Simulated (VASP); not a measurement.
# Si16Ge (a cell with a defect) in VASP: single point with LDA

Aim: the single point of Si16Ge (a cell with a defect) with LDA.

All numbers are computed with VASP 6.6.1; they aren't measurements. Logs are shortened: lines on timing, memory, paths and dates and some standing lists are left out, and cuts for length are marked.

**1. The cell of the first run**

The cell holds a defect, 17 atoms: a = 7.679 Å, b = 7.679 Å, c = 7.679 Å, α = 60.00°, β = 60.00°, γ = 60.00°.

**2. Single point, LDA**

File INCAR:

```
  PREC = Accurate
  ENCUT = 520
  EDIFF = 1E-7
  ISMEAR = -1
  SIGMA = 0.05
  LREAL = Auto
  LASPH = T
  NELM = 80
  ALGO = Normal
  ISIF = 2
  LWAVE = F
  LCHARG = F
  NBANDS = 53
```

File KPOINTS:

```
Automatic mesh
0
Gamma
  2 2 2
```

File POSCAR:

```
Si16Ge
1.0
    0.0000000000      5.4300000000      5.4300000000
    5.4300000000      0.0000000000      5.4300000000
    5.4300000000      5.4300000000      0.0000000000
Si Ge
16 1
Direct
    0.0559204420     -0.0186990792     -0.0186106814
    0.1347745856      0.1266578269      0.1268302026
   -0.0101975138      0.0134105893      0.4984109576
    0.1348962247      0.1266155617      0.6117181400
   -0.0099302947      0.4982065378      0.0133778085
    0.1347031308      0.6116618785      0.1268228361
   -0.0101449355      0.4982086556      0.4983907919
    0.0685992634      0.6437476980      0.6437620626
    0.5063354512      0.0117323204      0.0112743094
    0.6796787293      0.1067674954      0.1066251381
    0.5065220074      0.0116164825      0.4704951197
    0.6181777164      0.1545650092      0.6131847145
    0.5062442910      0.4704299263      0.0115164825
    0.6185188766      0.6133269797      0.1547665746
    0.4448784530      0.5183845304      0.5183541436
    0.6182530387      0.6139368324      0.6131959484
    0.5626142726      0.8120700737      0.8129151934
```

Potentials or basis: VASP PAW LDA potentials, release 64 (Si, Ge_d).

On the command line:

```
cat potpaw_LDA.64/Si/POTCAR potpaw_LDA.64/Ge_d/POTCAR > POTCAR
mpirun -np 1 vasp_std > vasp.out
```

OUTCAR:

```text
PREC = Accurate
   ENCUT = 520
   EDIFF = 1E-7
   ISMEAR = -1
   LREAL = Auto
   LASPH = T
   NELM = 80
   ISIF = 2

 ion  position               nearest neighbor table
   1  0.056  0.981  0.981-   6 2.34   2 2.34   4 2.34  10 2.36
   2  0.135  0.127  0.127-   9 2.33   5 2.33   3 2.33   1 2.34
   3  0.990  0.013  0.498-  12 2.33   2 2.33   4 2.33   8 2.34
   4  0.135  0.127  0.612-  11 2.33   7 2.33   3 2.33   1 2.34
   5  0.990  0.498  0.013-  14 2.33   6 2.33   2 2.33   8 2.34
   6  0.135  0.612  0.127-  13 2.33   5 2.33   7 2.33   1 2.34
   7  0.990  0.498  0.498-  16 2.33   6 2.33   4 2.33   8 2.34
   8  0.069  0.644  0.644-   5 2.34   7 2.34   3 2.34  15 2.36
   9  0.506  0.012  0.011-  10 2.31   2 2.33  17 2.42  12 2.50  14 2.50
  10  0.680  0.107  0.107-  13 2.31   9 2.31  11 2.31   1 2.36
  11  0.507  0.012  0.470-  10 2.31   4 2.33  17 2.43  12 2.49  16 2.50
  12  0.618  0.155  0.613-  15 2.31   3 2.33  17 2.43  11 2.49   9 2.50
  13  0.506  0.470  0.012-  10 2.31   6 2.33  17 2.42  16 2.50  14 2.50
  14  0.619  0.613  0.155-  15 2.31   5 2.33  17 2.42   9 2.50  13 2.50
  15  0.445  0.518  0.518-  14 2.31  16 2.31  12 2.31   8 2.36
  16  0.618  0.614  0.613-  15 2.31   7 2.33  17 2.42  11 2.50  13 2.50
  17  0.563  0.812  0.813-  14 2.42  13 2.42   9 2.42  16 2.42  12 2.43  11 2.43

  LATTYP: Found a face centered cubic cell.
 ALAT       =    10.8600000000

  Lattice vectors:

 A1 = (   0.0000000000,   5.4300000000,   5.4300000000)
 A2 = (   5.4300000000,   0.0000000000,   5.4300000000)
 A3 = (   5.4300000000,   5.4300000000,   0.0000000000)

Analysis of symmetry for initial positions (statically):
=====================================================================
 Subroutine PRICEL returns:
 Original cell was already a primitive cell.

 Routine SETGRP: Setting up the symmetry group for a
 face centered cubic supercell.

 Subroutine GETGRP returns: Found  1 space group operations
 (whereof  1 operations were pure point group operations)
 out of a pool of 48 trial point group operations.

The static configuration has the point symmetry C_1 .

Analysis of symmetry for dynamics (positions and initial velocities):
=====================================================================
 Subroutine PRICEL returns:
 Original cell was already a primitive cell.

 Routine SETGRP: Setting up the symmetry group for a
 face centered cubic supercell.

 Subroutine GETGRP returns: Found  1 space group operations
 (whereof  1 operations were pure point group operations)
 out of a pool of 48 trial point group operations.

The dynamic configuration has the point symmetry C_1 .

 Subroutine INISYM returns: Found  1 space group operations
 (whereof  1 operations are pure point group operations),
 and found     1 'primitive' translations

----------------------------------------------------------------------------------------

                                     Primitive cell

  volume of cell :     320.2060

  direct lattice vectors                    reciprocal lattice vectors
     0.000000000  5.430000000  5.430000000    -0.092081031  0.092081031  0.092081031
     5.430000000  0.000000000  5.430000000     0.092081031 -0.092081031  0.092081031
     5.430000000  5.430000000  0.000000000     0.092081031  0.092081031 -0.092081031

  length of vectors
     7.679179644  7.679179644  7.679179644     0.159489025  0.159489025  0.159489025

  position of ions in fractional coordinates (direct lattice)
     0.055920442  0.981300921  0.981389319
     0.134774586  0.126657827  0.126830203
     0.989802486  0.013410589  0.498410958
     0.134896225  0.126615562  0.611718140
     0.990069705  0.498206538  0.013377809
     0.134703131  0.611661879  0.126822836
[... 9 lines left out ...]
     0.618253039  0.613936832  0.613195948
     0.562614273  0.812070074  0.812915193

  ion indices of the primitive-cell ions
   primitive index   ion index
                 1           1
                 2           2
                 3           3
                 4           4
                 5           5
                 6           6
[... 9 lines left out ...]
                16          16
                17          17

----------------------------------------------------------------------------------------

 KPOINTS: Automatic mesh

Automatic generation of k-mesh.
 Grid dimensions read from file:
 generate k-points for:    2    2    2

 Generating k-lattice:

  Cartesian coordinates                     Fractional coordinates (reciprocal lattice)
    -0.046040516  0.046040516  0.046040516     0.500000000  0.000000000  0.000000000
     0.046040516 -0.046040516  0.046040516     0.000000000  0.500000000  0.000000000
     0.046040516  0.046040516 -0.046040516     0.000000000  0.000000000  0.500000000

  Length of vectors
     0.079744512  0.079744512  0.079744512

  Shift w.r.t. Gamma in fractional coordinates (k-lattice)
     0.000000000  0.000000000  0.000000000

 Subroutine IBZKPT returns following result:
 ===========================================

 Found      8 irreducible k-points:

 Following reciprocal coordinates:
            Coordinates               Weight
  0.000000  0.000000  0.000000      1.000000
  0.500000  0.000000  0.000000      1.000000
  0.000000  0.500000  0.000000      1.000000
  0.000000  0.000000  0.500000      1.000000
  0.500000  0.500000  0.500000      1.000000
  0.500000  0.500000  0.000000      1.000000
  0.000000  0.500000  0.500000      1.000000
  0.500000  0.000000  0.500000      1.000000
   k-points           NKPTS =      8   k-points in BZ     NKDIM =      8   number of bands    NBANDS=     53
   number of dos      NEDOS =    301   number of ions     NIONS =     17
   total plane-waves  NPLWV = 216000
   dimension x,y,z NGX =    60 NGY =   60 NGZ =   60
   dimension x,y,z NGXF=   120 NGYF=  120 NGZF=  120
   ions per type =              16   1
   NGX,Y,Z   is equivalent  to a cutoff of  12.99, 12.99, 12.99 a.u.
   NGXF,Y,Z  is equivalent  to a cutoff of  25.98, 25.98, 25.98 a.u.
 SYSTEM =  unknown system
   PREC   = accura    normal or accurate (medium, high low for compatibility)
   ISTART =      0    job   : 0-new  1-cont  2-samecut
   ICHARG =      2    charge: 1-file 2-atom 10-const
   ISPIN  =      1    spin polarized calculation?
   LNONCOLLINEAR =      F non collinear calculations
   LSORBIT =      F    spin-orbit coupling
   LASPH  =      T    aspherical Exc in radial PAW
   ENCUT  =  520.0 eV  38.22 Ry    6.18 a.u.  14.28 14.28 14.28*2*pi/ulx,y,z
   NELM   =     80;   NELMIN=  2; NELMDL= -5     # of ELM steps
   EDIFF  = 0.1E-06   stopping-criterion for ELM
   LREAL  =      T    real-space projection
   EDIFFG = 0.1E-05   stopping-criterion for IOM
   NSW    =      0    number of steps for IOM
   IBRION =     -1    ionic relax: 0-MD 1-quasi-New 2-CG
   NFREE  =      0    steps in history (QN), initial steepest desc. (CG)
   ISIF   =      2    stress and relaxation
   ISYM   =      2    0-nonsym 1-usesym 2-fastsym
   POTIM  = 0.5000    time-step for ionic-motion
   TEBEG  =    0.0;   TEEND  =   0.0 temperature during run
   PSTRESS=    0.0 pullay stress
   NELECT =      78.0000    total number of electrons
   NUPDOWN=      -1.0000    fix difference up-down
   EMIN   =  10.00;   EMAX   =-10.00  energy-range for DOS
   EFERMI =   0.00;   METHOD = LEGACY
   ISMEAR =    -1;   SIGMA  =   0.05  broadening in eV -4-tet -1-fermi 0-gaus
   EFERMI_NEDOS =   21; number of points for ismear=-14 and -15
   IALGO  =     38    algorithm
   IMIX   =      4    mixing-type and parameters
     AMIX     =   0.40;   BMIX     =  1.00
     AMIX_MAG =   1.60;   BMIX_MAG =  1.00
  volume/ion in A,a.u.               =      18.84       127.11
  Fermi-wavevector in a.u.,A,eV,Ry     =   1.022421  1.932096 14.222785  1.045345
  Thomas-Fermi vector in A             =   2.156100
   LORBIT       =      0    0 simple, 1 ext, 2 COOP (PROOUT), +10 PAW based schemes
   GGA     = CA    functional components
   LHFCALC =     F    Hartree Fock is set to
   AEXX    =    0.0000 exact exchange contribution
   IVDW    =     0    specifies the selected vdW correction
   LEPSILON=     F    determine dielectric tensor
   LRPA    =     F    only Hartree local field effects (RPA)
 non-spin polarized calculation
  energy-cutoff  :      520.00
  volume of cell :      320.21
 maximum number of plane-waves:      8646
 NGX is ok and might be reduce to    60
   NGX = 29   NGY = 29   NGZ = 29

 number of electron      77.9999998 magnetization

 Free energy of the ion-electron system (eV)
  ---------------------------------------------------
  ext. energy  EPLUGINS =         0.00000000
  ---------------------------------------------------
  free energy    TOTEN  =       -96.17496274 eV

  energy without entropy =      -96.14483970  energy(sigma->0) =      -96.15990122

 E-fermi :   6.5704     XC(G=0):  -9.9457

 val. band max:        6.3913557911   @ k =   0.0000   0.5000   0.5000
 cond. band min:       6.5829211646   @ k =   0.5000   0.0000   0.0000
 fundamental gap:      0.1915653736
 Fermi energy:         6.5704258807

 k-point     1 :       0.0000    0.0000    0.0000
  band No.  band energies     occupation
      1     -18.1812      2.00000
      2     -18.1810      2.00000
      3     -18.0547      2.00000
      4     -18.0546      2.00000
      5     -18.0519      2.00000
      6      -6.4534      2.00000
[... 43 lines left out ...]
     50       8.5784      0.00000
     51       8.7019      0.00000

 k-point     2 :       0.5000    0.0000    0.0000
  band No.  band energies     occupation
      1     -18.1812      2.00000
      2     -18.1810      2.00000
      3     -18.0547      2.00000
      4     -18.0546      2.00000
      5     -18.0519      2.00000
      6      -6.1282      2.00000
[... 316 lines left out ...]
 k-point     8 :       0.5000    0.0000    0.5000
  band No.  band energies     occupation
      1     -18.1812      2.00000
      2     -18.1810      2.00000
      3     -18.0547      2.00000
      4     -18.0546      2.00000
      5     -18.0519      2.00000
      6      -5.9562      2.00000
[... 43 lines left out ...]
     50      10.2728      0.00000
     51      10.3777      0.00000
 [bands above 51 left out]

------------------------ aborting loop because EDIFF is reached ----------------------------------------

  FORCE on cell =-STRESS in cart. coord.  units (eV):
  Direction    XX          YY          ZZ          XY          YZ          ZX
  --------------------------------------------------------------------------------------
  -------------------------------------------------------------------------------------
  Total        4.6244098      4.6068691      4.6142755      1.4886867     -1.4785399      1.4978001
  in kB       23.1386176     23.0508515     23.0879099      7.4487675     -7.3979968      7.4943671
  external PRESSURE =      23.0924596 kB  Pullay stress =       0.0000000 kB

 VOLUME and BASIS-vectors are now :
 -----------------------------------------------------------------------------
  energy-cutoff  :      520.00
  volume of cell :      320.21
      direct lattice vectors                 reciprocal lattice vectors
     0.000000000  5.430000000  5.430000000    -0.092081031  0.092081031  0.092081031
     5.430000000  0.000000000  5.430000000     0.092081031 -0.092081031  0.092081031
     5.430000000  5.430000000  0.000000000     0.092081031  0.092081031 -0.092081031

 POSITION                                       TOTAL-FORCE (eV/Angst)
 -----------------------------------------------------------------------------------
     10.65741      5.63259      5.63211        -0.024318      0.022779      0.024992
      1.37644      1.42051      1.41958         0.005696      0.005385      0.004664
      2.77919      8.08100      5.44745         0.002530     -0.003750      0.008612
      4.00915      4.05412      1.42001        -0.003793     -0.008658      0.004368
      2.77790      5.44872      8.08134         0.005599      0.005012     -0.006030
      4.00997      1.42009      4.05276        -0.005570      0.006637     -0.005350
[... 9 lines left out ...]
      6.66333      6.68677      6.69079        -0.008025     -0.000390     -0.012627
      8.82367      7.46913      7.46454        -0.001177     -0.006229      0.003832
 -----------------------------------------------------------------------------------
    total drift:                               -0.003927      0.005920      0.004267

  FREE ENERGIE OF THE ION-ELECTRON SYSTEM (eV)
  ---------------------------------------------------
  free  energy   TOTEN  =       -96.1749627402 eV

  energy  without entropy=      -96.1448397033  energy(sigma->0) =      -96.15990122
```

Run time: 84 s. Hardware: 1 thread of Intel Xeon 6975P-C (Granite Rapids), shared host; peak memory 0.4 GiB.

What came out:

```yaml
Free_energy: -96.1750 eV
Pressure: 2.3 GPa
Largest_force: 0.042 eV/Å
```

Forces on the atoms (eV/Å):
```
Si  -0.024  0.023  0.025
Si   0.006  0.005  0.005
Si   0.003 -0.004  0.009
Si  -0.004 -0.009  0.004
Si   0.006  0.005 -0.006
Si  -0.006  0.007 -0.005
Si  -0.007 -0.004 -0.003
Si   0.023 -0.025 -0.023
Si   0.004  0.007  0.003
Si  -0.012  0.017  0.012
Si  -0.008 -0.011 -0.001
Si   0.014  0.003  0.011
Si  -0.004  0.004 -0.001
Si   0.005  0.001 -0.005
Si   0.014 -0.012 -0.016
Si  -0.008  0.000 -0.013
Ge  -0.001 -0.006  0.004
```

Levels at points of the mesh, in eV from the Fermi level:
| k point | band 36 | band 37 | band 38 | band 39 | band 40 | band 41 | band 42 | band 43 |
| --- | --- | --- | --- | --- | --- | --- | --- | --- |
| (0.00, 0.00, 0.00) | -1.26 | -0.43 | -0.41 | -0.41 | 0.04 | 0.04 | 0.29 | 0.29 |
| (0.50, 0.00, 0.00) | -1.15 | -1.12 | -1.11 | 0.01 | 0.58 | 0.58 | 1.26 | 1.26 |
| (0.00, 0.50, 0.00) | -1.31 | -1.20 | -0.73 | -0.34 | 0.34 | 0.81 | 0.96 | 1.14 |
| (0.00, 0.00, 0.50) | -1.30 | -1.20 | -0.73 | -0.34 | 0.34 | 0.81 | 0.96 | 1.14 |
| (0.50, 0.50, 0.50) | -1.31 | -1.20 | -0.73 | -0.34 | 0.34 | 0.81 | 0.96 | 1.14 |
| (0.50, 0.50, 0.00) | -1.70 | -1.59 | -0.46 | -0.18 | 0.60 | 1.41 | 1.54 | 1.85 |
| (0.00, 0.50, 0.50) | -1.70 | -1.59 | -0.47 | -0.18 | 0.60 | 1.41 | 1.54 | 1.85 |
| (0.50, 0.00, 0.50) | -1.70 | -1.59 | -0.46 | -0.18 | 0.60 | 1.41 | 1.54 | 1.85 |

Caveat: the k points lie up to 0.50 Å⁻¹ apart.
